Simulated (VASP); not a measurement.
A run of VASP 6.6.1 is set up as follows.

The input INCAR:

```
SYSTEM = SrC2
ALGO = Normal
EDIFF = 1E-6
EDIFFG = -0.005
ENCUT = 600
GGA = CA
IBRION = 2
ISIF = 3
ISMEAR = 0
LASPH = .TRUE.
LCHARG = .FALSE.
LREAL = .FALSE.
LWAVE = .FALSE.
NELM = 100
NSW = 70
PREC = Accurate
SIGMA = 0.02
```

File KPOINTS:

```
k-points
0
G
  10 10 10
  0 0 0
```

The input POSCAR:

```
SrC2
1.0
   -2.0615897863      2.0615897863      3.4028562407
    2.0615897863     -2.0615897863      3.4028562407
    2.0615897863      2.0615897863     -3.4028562407
Sr C
1 2
Direct
    0.0000000000      0.0000000000      0.0000000000
    0.4073486933      0.4073486933      0.0000000000
    0.5926513067      0.5926513067      0.0000000000
```

Potentials or basis: VASP PAW LDA potentials, release 64 (Sr_sv, C).

Launch:

```console
$ cat potpaw_LDA.64/Sr_sv/POTCAR potpaw_LDA.64/C/POTCAR > POTCAR
$ mpirun -np 1 vasp_std > vasp.out
```

(1) Predict the space group after relaxing (to 0.1 Å).

(2) What does it give for the relaxed cell?

(3) Estimate the band gap on the k mesh.

Results:

(1) I4/mmm (No. 139).

(2) a = 4.378 Å, b = 4.378 Å, c = 4.378 Å, α = 125.71°, β = 125.71°, γ = 80.37°.

(3) 1.26 eV (least direct gap 2.15 eV).
